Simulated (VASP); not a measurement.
Wanted: the native input for a VASP 6.6.1 run.

| Item | Value |
| --- | --- |
| Task | single point |
| Functional | PBE |
| Potentials or basis | VASP PAW PBE potentials, release 64 (Os) |
| Cutoff | 520 eV |
| k mesh | 9 × 9 × 13 |
| Occupations | fermi-dirac, width 0.1 eV |
| Spin | no spin polarisation |
| Dipole correction | no |
| Further INCAR settings | ALGO = Normal; EDIFF = 1e-06; NBANDS = 19 |

The structure of Os lies in POSCAR:

```
Os
1.0
    4.1854730585      0.0000000000      0.0000000000
   -2.0927365292      3.6247259955      0.0000000000
    0.0000000000      0.0000000000      2.6131052612
Os
3
Direct
    0.0000000000      0.0000000000      0.0000000000
    0.3333333333      0.6666666667      0.5000000000
    0.6666666667      0.3333333333      0.5000000000
```

This isn't the form of Os at room conditions, which is hcp.

These files were run (other wordings do the same):

INCAR

```
SYSTEM = Os
PREC     = Accurate       ! precision mode
ENCUT    = 520            ! plane-wave cutoff, eV
EDIFF    = 1E-6           ! SCF threshold, eV
ISMEAR   = -1             ! smearing method
SIGMA    = 0.1            ! smearing width, eV
LREAL    = .False.        ! projectors in reciprocal space
LASPH    = .True.         ! aspherical terms in the spheres
NELM     = 60             ! most SCF steps
ALGO     = Normal         ! electronic algorithm
ISIF     = 2              ! what is computed and relaxed
LWAVE    = .False.        ! write WAVECAR
LCHARG   = .False.        ! write CHGCAR
GGA      = PE             ! functional
NBANDS   = 19             ! bands
```

KPOINTS

```
Automatic mesh
0
Gamma
  9 9 13
  0 0 0
```

Potentials or basis: VASP PAW PBE potentials, release 64 (Os).

The run is started by

```bash
$ cat potpaw_PBE.64/Os/POTCAR > POTCAR
$ mpirun -np 1 vasp_std > vasp.out
```

Results of the run:

```yaml
Pressure: 50.7 GPa
Band_gap_on_the_k_mesh: zero (bands 12 and 13 overlap by 3.02 eV)
```

Caveat: the cell stands under pressure; spin-orbit coupling is left out, which moves the levels of the heavy elements.

Wall time 55 s on 1 thread of Intel Xeon 8259CL, on a shared host, peak memory 0.19 GiB.
